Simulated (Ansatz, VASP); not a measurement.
Nb: VASP beside Ansatz

File INCAR:

```
PREC     = Accurate       # precision mode
ENCUT    = 520            # plane-wave cutoff, eV
EDIFF    = 1E-6           # SCF threshold, eV
ISMEAR   = 0              # smearing method
SIGMA    = 0.15           # smearing width, eV
LREAL    = F              # projectors in reciprocal space
LASPH    = T              # aspherical terms in the spheres
NELM     = 80             # most SCF steps
ALGO     = Normal         # electronic algorithm
ISIF     = 2              # what is computed and relaxed
LWAVE    = F              # write WAVECAR
LCHARG   = F              # write CHGCAR
GGA      = PS             # functional
NBANDS   = 12             # bands
```

File KPOINTS:

```
Automatic mesh
0
Gamma
  20 20 20
```

File POSCAR:

```
Nb
1.0
    0.0000000000      2.1784500000      2.1784500000
    2.1784500000      0.0000000000      2.1784500000
    2.1784500000      2.1784500000      0.0000000000
Nb
1
Direct
    0.0000000000      0.0000000000      0.0000000000
```

Input for Ansatz:

```yaml
crystal:
  lattice:
    - [0.0, 2.17845, 2.17845]
    - [2.17845, 0.0, 2.17845]
    - [2.17845, 2.17845, 0.0]
  atoms:
    - { symbol: Nb, position: [0.0, 0.0, 0.0] }
basis:
  ecutwfc: 420
kpoints:
  mp_grid: { grid: [20, 20, 20] }
hamiltonian:
  xc: pbesol
scf:
  occupations: { method: gaussian, width: 0.15 }
output:
  forces: true
  stress: true
  eigenvalues: true
  write_density: true
  write_potential: true
  elf: true
  volumetric_format: npy
```

Change from the starting cell: strain +0.030 along x and y, +0.030 along z, atoms carried along.

Alike in both runs: task single point; functional PBEsol; k mesh 20 × 20 × 20; occupations gaussian, width 0.15 eV; no spin polarisation.

```csv
,VASP,Ansatz
version,VASP 6.6.1,Ansatz 0.2.0
potentials or method,"VASP PAW PBE potentials, release 64 (Nb_sv), cutoff 520 eV","scalar-relativistic, plane waves, PAW"
valence electrons in the cell,13,13
```

|  | VASP | Ansatz | Ansatz less VASP |
| --- | --- | --- | --- |
| gap on the k mesh at the Fermi level (eV) | none | none | - |
| pressure (GPa) | -18.2 | -18.0 | +0.25 |

VASP's potentials were made for PBE, not for PBEsol. A gap of «none» marks a metal or a gap that the smearing closes.
